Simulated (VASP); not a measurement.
Input of a VASP 6.6.1 run:

INCAR

```
SYSTEM = Zn
PREC     = Accurate       ! precision mode
ENCUT    = 520            ! plane-wave cutoff, eV
EDIFF    = 1E-7           ! SCF threshold, eV
ISMEAR   = -1             ! smearing method
SIGMA    = 0.05           ! smearing width, eV
LREAL    = .FALSE.        ! projectors in reciprocal space
LASPH    = .TRUE.         ! aspherical terms in the spheres
NELM     = 100            ! most SCF steps
ALGO     = Normal         ! electronic algorithm
ISIF     = 2              ! what is computed and relaxed
LWAVE    = .FALSE.        ! write WAVECAR
LCHARG   = .TRUE.         ! write CHGCAR
GGA      = CA             ! functional
LELF     = .TRUE.         ! ELF
LVHAR    = .TRUE.       
NBANDS   = 19             ! bands
```

The input KPOINTS:

```
regular mesh
0
G
  11 11 6
  0 0 0
```

POSCAR

```
Zn
1.0
    2.6154949103      0.0000000000      0.0000000000
   -1.3077474551      2.2650850358      0.0000000000
    0.0000000000      0.0000000000      4.8646246159
Zn
2
Direct
    0.6666666667      0.3333333333      0.7500000000
    0.3333333333      0.6666666667      0.2500000000
```

Potentials or basis: VASP PAW LDA potentials, release 64 (Zn).

Launch:

```bash
$ cat potpaw_LDA.64/Zn/POTCAR > POTCAR
$ mpirun -np 1 vasp_std > vasp.out
```

Question: What does it give for the pressure?

Answer: -4.5 GPa.

Question: Predict the band gap on the k mesh.

Answer: Zero (band 12 reaches 5.02 eV, above the bottom of band 13 at 0.20 eV).

Stress tensor (GPa, compression positive):
```
-4.30  0.00  0.00
 0.00 -4.30  0.00
 0.00  0.00 -4.89
```
